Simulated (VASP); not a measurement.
Write the native input for VASP 6.6.1 that does the following.

```
Task                   : relaxation of cell and atoms
Functional             : PBE
Potentials or basis    : VASP PAW PBE potentials, release 64 (W_sv, S)
Cutoff                 : 600 eV
k mesh                 : 6 × 6 × 4
Occupations            : gaussian, width 0.1 eV
Spin                   : no spin polarisation
Dipole correction      : no
Further INCAR settings : ALGO = Normal; EDIFF = 1e-06; IBRION = 2; EDIFFG = -0.04; NSW = 90; ISIF = 3
```

The structure of WS2 lies in POSCAR:

```
WS2
1.0
    3.0506631800      0.0000000000      0.0000000000
    0.0000000000      3.0506631800      0.0000000000
    0.0000000000      0.0000000000      6.3241450900
W S
1 2
Direct
    0.0000000000      0.0000000000      0.0000000000
    0.5000000000      0.5000000000      0.2843227100
    0.5000000000      0.5000000000      0.7156772900
```

These files were run (other wordings do the same):

INCAR

```
SYSTEM = WS2
PREC     = Accurate       ! precision mode
ENCUT    = 600            ! plane-wave cutoff, eV
EDIFF    = 1E-6           ! SCF threshold, eV
ISMEAR   = 0              ! smearing method
SIGMA    = 0.1            ! smearing width, eV
LREAL    = .FALSE.        ! projectors in reciprocal space
LASPH    = .TRUE.         ! aspherical terms in the spheres
NELM     = 60             ! most SCF steps
ALGO     = Normal         ! electronic algorithm
ISIF     = 3              ! what is computed and relaxed
LWAVE    = .FALSE.        ! write WAVECAR
LCHARG   = .FALSE.        ! write CHGCAR
GGA      = PE             ! functional
IBRION   = 2              ! ionic algorithm
NSW      = 90             ! ionic steps
EDIFFG   = -0.04          ! ionic threshold
```

KPOINTS

```
regular mesh
0
G
  6 6 4
  0 0 0
```

Potentials or basis: VASP PAW PBE potentials, release 64 (W_sv, S).

Run with:

```bash
$ cat potpaw_PBE.64/W_sv/POTCAR potpaw_PBE.64/S/POTCAR > POTCAR
$ mpirun -np 1 vasp_std > vasp.out
```

Results of the run:

```yaml
Relaxed_volume: 20.06 Å³/atom
Relaxed_cell: a = 2.962 Å, b = 2.962 Å, c = 6.860 Å, α = 90.00°, β = 90.00°, γ = 90.00°
Space_group_after_relaxing_to_0.05_Å: P4/mmm (No. 123)
Energy_gained_by_relaxing: 677.5 meV/atom
Ionic_steps: 27
Pressure_after_relaxing: 0.1 GPa
Largest_force_after_relaxing: 0.009 eV/Å
Band_gap_on_the_k_mesh: zero (band 13 reaches 6.35 eV, above the bottom of band 14 at 5.58 eV)
```

Caveat: spin-orbit coupling is left out, which moves the levels of the heavy elements; this functional lacks dispersion, which binds the layers, so the pressure and a relaxed spacing across them are unreliable.

Run time: 3.1 min on 1 thread of Intel(R) Xeon(R) 6975P-C (Granite Rapids), with other jobs on the host, peak memory 0.21 GiB.
